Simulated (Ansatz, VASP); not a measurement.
## BAs: VASP beside Ansatz

The input INCAR:

```
  PREC = Accurate
  ENCUT = 520
  EDIFF = 1E-8
  ISMEAR = -1
  SIGMA = 0.03
  LREAL = False
  LASPH = True
  NELM = 60
  ALGO = Normal
  ISIF = 2
  LWAVE = False
  LCHARG = False
  GGA = PE
  LEFG = True
  NBANDS = 11
```

The input KPOINTS:

```
Automatic mesh
0
Gamma
  15 15 15
```

The input POSCAR:

```
BAs
1.0
    0.0000000000      2.3407300000      2.3885000000
    2.3407300000      0.0000000000      2.3885000000
    2.3407300000      2.3407300000      0.0000000000
B As
1 1
Direct
    0.0000000000      0.0000000000      0.0000000000
    0.7500000000      0.7500000000      0.7500000000
```

Input for Ansatz:

```yaml
crystal:
  lattice:
    - [0.0, 2.34073, 2.3885]
    - [2.34073, 0.0, 2.3885]
    - [2.34073, 2.34073, 0.0]
  atoms:
    - { symbol: B, position: [0.0, 0.0, 0.0] }
    - { symbol: As, position: [0.75, 0.75, 0.75] }
kpoints:
  mp_grid: { grid: [15, 15, 15] }
scf:
  occupations: { method: fermi_dirac, width: 0.03 }
hamiltonian:
  xc: pbe
  pseudopotentials: { kind: all_electron, datasets: crystal }
output:
  forces: true
  stress: true
  eigenvalues: true
  efg: { contact_densities: true }
```

Change from the starting cell: equal xx and yy strain of -2 %, crystal datasets.

Alike in both runs: task electric field gradients; functional PBE; k mesh 15 × 15 × 15; occupations fermi-dirac, width 0.03 eV; no spin polarisation.

```csv
,VASP,Ansatz
version,VASP 6.6.1,Ansatz 0.2.0
potentials or method,"VASP PAW PBE potentials, release 64 (B, As), cutoff 520 eV","all-electron PAW with datasets made for the crystal, scalar-relativistic"
```

|  | VASP | Ansatz | Ansatz less VASP |
| --- | --- | --- | --- |
| pressure (GPa) | 9.8 | 9.0 | -0.85 |
| traceless stress, the component that is largest in VASP (GPa) | -2.96 | -2.98 | -0.019 |
| size of Vzz on the site where it differs most (V/Å²) | 2.6 | 2.2 | -0.36 |

Ansatz ran all-electron here, and VASP with PAW potentials.
